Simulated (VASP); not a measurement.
Wanted: the native input for a VASP 6.6.1 run.

* Task: single point
* Functional: LDA
* Potentials or basis: VASP PAW LDA potentials, release 64 (Cd)
* Cutoff: 520 eV
* k mesh: 15 × 15 × 15
* Occupations: fermi-dirac, width 0.08 eV
* Spin: no spin polarisation
* Dipole correction: no
* Further INCAR settings: ALGO = Normal; EDIFF = 1e-06; NBANDS = 19

The structure of Cd lies in POSCAR:

```
Cd
1.0
   -2.7198070310      2.7198070310      1.3615023025
    2.7198070310     -2.7198070310      1.3615023025
    2.7198070310      2.7198070310     -1.3615023025
Cd
2
Direct
   -0.3750000000     -0.1250000000     -0.2500000000
    0.3750000000      0.1250000000      0.2500000000
```

One way to write it, as run:

INCAR

```
SYSTEM = Cd
PREC = Accurate
ENCUT = 520
EDIFF = 1E-6
ISMEAR = -1
SIGMA = 0.08
LREAL = .False.
LASPH = .True.
NELM = 60
ALGO = Normal
ISIF = 2
LWAVE = .False.
LCHARG = .False.
NBANDS = 19
```

KPOINTS

```
Automatic mesh
0
Gamma
  15 15 15
  0 0 0
```

Potentials or basis: VASP PAW LDA potentials, release 64 (Cd).

The run is started by

```bash
$ cat potpaw_LDA.64/Cd/POTCAR > POTCAR
$ mpirun -np 1 vasp_std > vasp.out
```

Results of the run:

The pressure is 8.4 GPa and the band gap on the k mesh is zero (bands 12 and 13 overlap by 6.43 eV).

Caveat: the cell stands under pressure.

Wall time 92 s on 1 thread of Intel(R) Xeon(R) 6975P-C (Granite Rapids) (shared host), peak memory 0.28 GiB.
